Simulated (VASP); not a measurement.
The system is HfO2.

```
Hf O
1.0
     3.10780    0.00000    0.00000
    -1.55390    2.69144    0.00000
     0.00000    0.00000    4.97335
Hf O
1 2
Direct
  0.00000 0.00000 0.00000
  0.66667 0.33333 0.74761
  0.33333 0.66667 0.25239
```

```yaml
Program: VASP 6.6.1
Task: relaxation of cell and atoms
Functional: PBE
Dispersion: D3(BJ)
Potentials_or_basis: VASP PAW PBE potentials, release 64 (Hf_pv, O)
Cutoff: 600 eV
k_mesh: 6 × 6 × 4
Occupations: gaussian, width 0.1 eV
Spin: no spin polarisation
```

At the start: pressure -12.5 GPa; volume 13.87 Å³/atom.

Task: How do energy, volume and symmetry change on relaxing?

Result: Over 17 steps the energy falls by 379.5 meV/atom and the volume is 13.93 Å³/atom (+0.4 %); space group P-3m1 (No. 164, to 0.1 Å) before and after.

The path:
```tsv
step	energy change (eV)	largest force (eV/Å)	pressure (GPa)	volume (Å³)
1	0.0000	3.9183	-12.55	41.60
2	-0.6091	2.4515	36.49	35.08
3	-0.9439	0.3993	11.94	37.49
4	-0.9462	0.1884	13.61	37.30
5	-1.0218	0.5430	-10.11	41.40
6	-1.1156	0.4313	-1.23	39.60
7	-1.1156	0.4277	-0.97	39.55
8	-1.1237	0.0062	1.29	39.49
9	-1.1238	0.0444	1.08	39.50
10	-1.1275	0.0444	0.19	39.90
11	-1.1299	0.0456	-1.11	40.54
12	-1.1320	0.0064	-0.69	40.63
13	-1.1347	0.0665	0.06	40.79
14	-1.1354	0.2152	1.63	41.11
15	-1.1359	0.1625	1.05	41.00
16	-1.1377	0.0946	0.51	41.32
17	-1.1385	0.0029	-0.25	41.78
```

Final structure:
```yaml
crystal:
  lattice:
    - [3.22820, 0.00000, 0.00000]
    - [-1.61410, 2.79571, 0.00000]
    - [0.00000, 0.00000, 4.62971]
  atoms:
    - { symbol: Hf, position: [0.00000, 0.00000, 0.00000] }
    - { symbol: O, position: [0.66667, 0.33333, 0.79157] }
    - { symbol: O, position: [0.33333, 0.66667, 0.20843] }
```
